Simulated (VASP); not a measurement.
# Sn8Ru4C (a cell with a defect) in VASP: single point with PBEsol

Aim: the single point of Sn8Ru4C (a cell with a defect) with PBEsol.

Program: VASP 6.6.1. These are calculated values, not measurements. Logs are shortened: lines on timing, memory, paths and dates and some standing lists are left out, and cuts for length are marked.

### Step 1. The cell of the first run

The cell holds a defect, 13 atoms: a = 6.389 Å, b = 6.389 Å, c = 5.693 Å, α = 90.00°, β = 90.00°, γ = 90.00°.

### Step 2. Single point, PBEsol

The input, INCAR:

```
SYSTEM = Sn8Ru4C
  PREC = Accurate
  ENCUT = 520
  EDIFF = 1E-7
  ISMEAR = 0
  SIGMA = 0.05
  LREAL = .FALSE.
  LASPH = .TRUE.
  NELM = 60
  ALGO = Normal
  ISIF = 2
  LWAVE = .FALSE.
  LCHARG = .TRUE.
  GGA = PS
  LELF = .TRUE.
  LVHAR = .TRUE.
  NBANDS = 98
```

The input, KPOINTS:

```
Automatic mesh
0
G
  3 3 4
  0 0 0
```

The input, POSCAR:

```
Sn8Ru4C
1.0
    6.3890000000      0.0000000000      0.0000000000
    0.0000000000      6.3890000000      0.0000000000
    0.0000000000      0.0000000000      5.6930000000
Sn Ru C
8 4 1
Direct
    0.1242452653      0.6785232431     -0.0374559986
    0.3228182814      0.1676866489      0.0097361672
    0.3229388011      0.8416497104      0.4980697348
    0.1248375333      0.3309449053      0.5447089408
    0.6455118172      0.1657359524      0.5049151590
    0.8267547347      0.6792402567      0.5150964342
    0.8263247770      0.3304006887     -0.0072186896
    0.6454366881      0.8435709814      0.0031782891
    0.0024399750      0.0046849272      0.2538942561
   -0.0368226640      0.0049499139      0.7539724223
    0.4690716857      0.5046913445      0.7542805199
    0.5414096103      0.5045949288      0.2544268400
    0.2514936610      0.5051078416      0.2533952222
```

Potentials or basis: VASP PAW PBE potentials, release 64 (Sn_d, Ru_pv, C).

Run with:

```console
$ cat potpaw_PBE.64/Sn_d/POTCAR potpaw_PBE.64/Ru_pv/POTCAR potpaw_PBE.64/C/POTCAR > POTCAR
$ mpirun -np 1 vasp_std > vasp.out
```

OUTCAR:

```text
SYSTEM = Sn8Ru4C
   PREC = Accurate
   ENCUT = 520
   EDIFF = 1E-7
   ISMEAR = 0
   LREAL = .FALSE.
   LASPH = .TRUE.
   NELM = 60
   ISIF = 2
   GGA = PS

 ion  position               nearest neighbor table
   1  0.124  0.679  0.963-  13 2.15  10 2.61  11 2.74   9 2.77   7 2.93   3 3.11   6 3.18   8 3.24
                             4 3.25  12 3.33   2 3.38   3 3.46   8 3.50   2 3.51   6 3.68
   2  0.323  0.168  0.010-  13 2.60   9 2.68  11 2.76  10 2.91  12 2.92   8 2.92   4 3.11   7 3.34
                             7 3.38   1 3.38   4 3.46   3 3.47   5 3.49   1 3.51   5 3.54   3 3.58
   3  0.323  0.842  0.498-  13 2.60   9 2.69  11 2.76  10 2.91  12 2.92   5 2.92   1 3.11   6 3.34
                             4 3.38   6 3.38   1 3.46   2 3.47   8 3.49   4 3.51   8 3.54   2 3.58
   4  0.125  0.331  0.545-  13 2.15  10 2.61  11 2.74   9 2.77   6 2.93   2 3.11   7 3.19   5 3.25
                             1 3.25  12 3.32   3 3.38   2 3.46   5 3.50   3 3.51   7 3.68
   5  0.646  0.166  0.505-  12 2.68  10 2.68  11 2.82   9 2.88   3 2.92   7 3.19   4 3.25   7 3.31
                             6 3.32   6 3.48   2 3.49   4 3.50   8 3.50   8 3.52   2 3.54
   6  0.827  0.679  0.515-  12 2.60  10 2.63   9 2.79  11 2.88   4 2.93   1 3.18   8 3.19   8 3.31
                             5 3.32   3 3.34   3 3.38   5 3.48   7 3.52   1 3.68   7 3.72
   7  0.826  0.330  0.993-  12 2.60  10 2.63   9 2.79  11 2.88   1 2.93   4 3.19   5 3.19   5 3.31
                             8 3.32   2 3.34   2 3.38   8 3.48   6 3.52   4 3.68   6 3.72
   8  0.645  0.844  0.003-  12 2.68  10 2.68  11 2.82   9 2.88   2 2.92   6 3.19   1 3.24   6 3.31
                             7 3.32   7 3.48   3 3.49   1 3.50   5 3.50   5 3.52   3 3.54
   9  0.002  0.005  0.254-   2 2.68   3 2.69   4 2.77   1 2.77   6 2.79   7 2.79  10 2.86  10 2.86
                             8 2.88   5 2.88
  10  0.963  0.005  0.754-   1 2.61   4 2.61   7 2.63   6 2.63   5 2.68   8 2.68   9 2.86   9 2.86
                             2 2.91   3 2.91
  11  0.469  0.505  0.754-   4 2.74   1 2.74   2 2.76   3 2.76   8 2.82   5 2.82   7 2.88  12 2.88
                             6 2.88  12 2.88
  12  0.541  0.505  0.254-  13 1.85   6 2.60   7 2.60   5 2.68   8 2.68  11 2.88  11 2.88   3 2.92
                             2 2.92   4 3.32   1 3.33
  13  0.251  0.505  0.253-  12 1.85   1 2.15   4 2.15   3 2.60   2 2.60

  LATTYP: Found a simple tetragonal cell.
 ALAT       =     6.3890000000
 C/A-ratio  =     0.8910627641

  Lattice vectors:

 A1 = (   6.3890000000,   0.0000000000,   0.0000000000)
 A2 = (   0.0000000000,   6.3890000000,   0.0000000000)
 A3 = (   0.0000000000,   0.0000000000,   5.6930000000)

Analysis of symmetry for initial positions (statically):
=====================================================================
 Subroutine PRICEL returns:
 Original cell was already a primitive cell.

 Routine SETGRP: Setting up the symmetry group for a
 simple tetragonal supercell.

 Subroutine GETGRP returns: Found  1 space group operations
 (whereof  1 operations were pure point group operations)
 out of a pool of 16 trial point group operations.

The static configuration has the point symmetry C_1 .

Analysis of symmetry for dynamics (positions and initial velocities):
=====================================================================
 Subroutine PRICEL returns:
 Original cell was already a primitive cell.

 Routine SETGRP: Setting up the symmetry group for a
 simple tetragonal supercell.

 Subroutine GETGRP returns: Found  1 space group operations
 (whereof  1 operations were pure point group operations)
 out of a pool of 16 trial point group operations.

The dynamic configuration has the point symmetry C_1 .

 Subroutine INISYM returns: Found  1 space group operations
 (whereof  1 operations are pure point group operations),
 and found     1 'primitive' translations

----------------------------------------------------------------------------------------

                                     Primitive cell

  volume of cell :     232.3844

  direct lattice vectors                    reciprocal lattice vectors
     6.389000000  0.000000000  0.000000000     0.156519017  0.000000000  0.000000000
     0.000000000  6.389000000  0.000000000     0.000000000  0.156519017  0.000000000
     0.000000000  0.000000000  5.693000000     0.000000000  0.000000000  0.175654312

  length of vectors
     6.389000000  6.389000000  5.693000000     0.156519017  0.156519017  0.175654312

  position of ions in fractional coordinates (direct lattice)
     0.124245265  0.678523243  0.962544001
     0.322818281  0.167686649  0.009736167
     0.322938801  0.841649710  0.498069735
     0.124837533  0.330944905  0.544708941
     0.645511817  0.165735952  0.504915159
[... 45 lines left out ...]

 Subroutine IBZKPT returns following result:
 ===========================================

 Found     19 irreducible k-points:

 Following reciprocal coordinates:
            Coordinates               Weight
  0.000000  0.000000  0.000000      1.000000
  0.333333  0.000000  0.000000      2.000000
  0.000000  0.333333  0.000000      2.000000
  0.333333  0.333333  0.000000      2.000000
 -0.333333  0.333333  0.000000      2.000000
  0.000000  0.000000  0.250000      2.000000
[... 11 lines left out ...]
  0.333333  0.333333  0.500000      2.000000
 -0.333333  0.333333  0.500000      2.000000
   k-points           NKPTS =     19   k-points in BZ     NKDIM =     19   number of bands    NBANDS=     98
   number of dos      NEDOS =    301   number of ions     NIONS =     13
   total plane-waves  NPLWV =  96768
   dimension x,y,z NGX =    48 NGY =   48 NGZ =   42
   dimension x,y,z NGXF=    96 NGYF=   96 NGZF=   84
   ions per type =               8   4   1
   NGX,Y,Z   is equivalent  to a cutoff of  12.49, 12.49, 12.26 a.u.
   NGXF,Y,Z  is equivalent  to a cutoff of  24.98, 24.98, 24.53 a.u.
 SYSTEM =  Sn8Ru4C
   PREC   = accura    normal or accurate (medium, high low for compatibility)
   ISTART =      0    job   : 0-new  1-cont  2-samecut
   ICHARG =      2    charge: 1-file 2-atom 10-const
   ISPIN  =      1    spin polarized calculation?
   LNONCOLLINEAR =      F non collinear calculations
   LSORBIT =      F    spin-orbit coupling
   LASPH  =      T    aspherical Exc in radial PAW
   ENCUT  =  520.0 eV  38.22 Ry    6.18 a.u.  11.88 11.88 10.59*2*pi/ulx,y,z
   NELM   =     60;   NELMIN=  2; NELMDL= -5     # of ELM steps
   EDIFF  = 0.1E-06   stopping-criterion for ELM
   LREAL  =      F    real-space projection
   EDIFFG = 0.1E-05   stopping-criterion for IOM
   NSW    =      0    number of steps for IOM
   IBRION =     -1    ionic relax: 0-MD 1-quasi-New 2-CG
   NFREE  =      0    steps in history (QN), initial steepest desc. (CG)
   ISIF   =      2    stress and relaxation
   ISYM   =      2    0-nonsym 1-usesym 2-fastsym
   POTIM  = 0.5000    time-step for ionic-motion
   TEBEG  =    0.0;   TEEND  =   0.0 temperature during run
   PSTRESS=    0.0 pullay stress
   NELECT =     172.0000    total number of electrons
   NUPDOWN=      -1.0000    fix difference up-down
   EMIN   =  10.00;   EMAX   =-10.00  energy-range for DOS
   EFERMI =   0.00;   METHOD = LEGACY
   ISMEAR =     0;   SIGMA  =   0.05  broadening in eV -4-tet -1-fermi 0-gaus
   EFERMI_NEDOS =   21; number of points for ismear=-14 and -15
   IALGO  =     38    algorithm
   IMIX   =      4    mixing-type and parameters
     AMIX     =   0.40;   BMIX     =  1.00
     AMIX_MAG =   1.60;   BMIX_MAG =  1.00
  volume/ion in A,a.u.               =      17.88       120.63
  Fermi-wavevector in a.u.,A,eV,Ry     =   1.480865  2.798428 29.837028  2.192960
  Thomas-Fermi vector in A             =   2.594846
   LORBIT       =      0    0 simple, 1 ext, 2 COOP (PROOUT), +10 PAW based schemes
   GGA     = PS    functional components
   LHFCALC =     F    Hartree Fock is set to
   AEXX    =    0.0000 exact exchange contribution
   IVDW    =     0    specifies the selected vdW correction
   LEPSILON=     F    determine dielectric tensor
   LRPA    =     F    only Hartree local field effects (RPA)
 non-spin polarized calculation
 Gauss-broadening in eV      SIGMA  =   0.05
  energy-cutoff  :      520.00
  volume of cell :      232.38
 maximum number of plane-waves:      6281
   NGX = 23   NGY = 23   NGZ = 21

 number of electron     172.0000034 magnetization

 Free energy of the ion-electron system (eV)
  ---------------------------------------------------
  ext. energy  EPLUGINS =         0.00000000
  ---------------------------------------------------
  free energy    TOTEN  =       -82.46060198 eV

  energy without entropy =      -82.45225897  energy(sigma->0) =      -82.45643048

 E-fermi :  11.0981     XC(G=0): -12.2787

 val. band max:       11.0842976822   @ k =   0.3333   0.0000   0.2500
 cond. band min:      11.0982142727   @ k =   0.3333   0.0000   0.5000
 fundamental gap:      0.0139165905
 Fermi energy:        11.0981383297

 k-point     1 :       0.0000    0.0000    0.0000
  band No.  band energies     occupation
      1     -31.8759      2.00000
      2     -31.4544      2.00000
      3     -31.3709      2.00000
      4     -31.2478      2.00000
      5     -31.1842      2.00000
      6     -31.0561      2.00000
[... 1908 lines left out ...]
     97      14.4699      0.00000
     98      14.5955      0.00000

------------------------ aborting loop because EDIFF is reached ----------------------------------------

  FORCE on cell =-STRESS in cart. coord.  units (eV):
  Direction    XX          YY          ZZ          XY          YZ          ZX
  --------------------------------------------------------------------------------------
  -------------------------------------------------------------------------------------
  Total       12.7909544      7.7698822     10.1990437     -0.0473787     -1.2636629      0.0648758
  in kB       88.1874068     53.5695570     70.3174439     -0.3266528     -8.7123409      0.4472872
  external PRESSURE =      70.6914692 kB  Pullay stress =       0.0000000 kB

 VOLUME and BASIS-vectors are now :
 -----------------------------------------------------------------------------
  energy-cutoff  :      520.00
  volume of cell :      232.38
      direct lattice vectors                 reciprocal lattice vectors
     6.389000000  0.000000000  0.000000000     0.156519017  0.000000000  0.000000000
     0.000000000  6.389000000  0.000000000     0.000000000  0.156519017  0.000000000
     0.000000000  0.000000000  5.693000000     0.000000000  0.000000000  0.175654312

 POSITION                                       TOTAL-FORCE (eV/Angst)
 -----------------------------------------------------------------------------------
      0.79380      4.33509      5.47976         0.004889     -0.010710      0.007061
      2.06249      1.07135      0.05543         0.006517     -0.005339     -0.002009
      2.06326      5.37730      2.83551         0.008022      0.005479      0.002615
      0.79759      2.11441      3.10103         0.004937      0.012759     -0.010725
      4.12418      1.05889      2.87448        -0.007521     -0.005451     -0.000127
      5.28214      4.33967      2.93244        -0.002441     -0.006642     -0.001133
      5.27939      2.11093      5.65190         0.001519      0.005392      0.001286
      4.12370      5.38958      0.01809        -0.007747      0.004539      0.001799
      0.01559      0.02993      1.44542        -0.004861      0.001227     -0.000024
      6.15374      0.03162      4.29237         0.003515     -0.000877      0.000009
      2.99690      3.22447      4.29412         0.004300      0.000781     -0.002698
      3.45907      3.22386      1.44845         0.033170      0.001699     -0.002573
      1.60679      3.22713      1.44258        -0.044299     -0.002858      0.006519
 -----------------------------------------------------------------------------------
    total drift:                               -0.000277      0.000571     -0.000619

  FREE ENERGIE OF THE ION-ELECTRON SYSTEM (eV)
  ---------------------------------------------------
  free  energy   TOTEN  =       -82.4606019797 eV

  energy  without entropy=      -82.4522589707  energy(sigma->0) =      -82.45643048
```

It took 13 min on 1 thread of Intel Xeon 8259CL, shared host; peak memory 0.49 GiB.

What came out:

| Property | Result |
| --- | --- |
| Free energy | -82.4606 eV |
| Pressure | 7.1 GPa |
| Largest force | 0.045 eV/Å |
| Band gap on the k mesh | zero (bands 86 and 87 overlap by 0.44 eV) |

Forces in eV/Å, atoms in the order of the input:
```
Sn   0.005 -0.011  0.007
Sn   0.007 -0.005 -0.002
Sn   0.008  0.005  0.003
Sn   0.005  0.013 -0.011
Sn  -0.008 -0.005  0.000
Sn  -0.002 -0.007 -0.001
Sn   0.002  0.005  0.001
Sn  -0.008  0.005  0.002
Ru  -0.005  0.001  0.000
Ru   0.004 -0.001  0.000
Ru   0.004  0.001 -0.003
Ru   0.033  0.002 -0.003
C   -0.044 -0.003  0.007
```

Caveat: the PAW data sets were made with another functional, which shifts forces and pressure a little; spin-orbit coupling is left out, which moves the levels of the heavy elements.
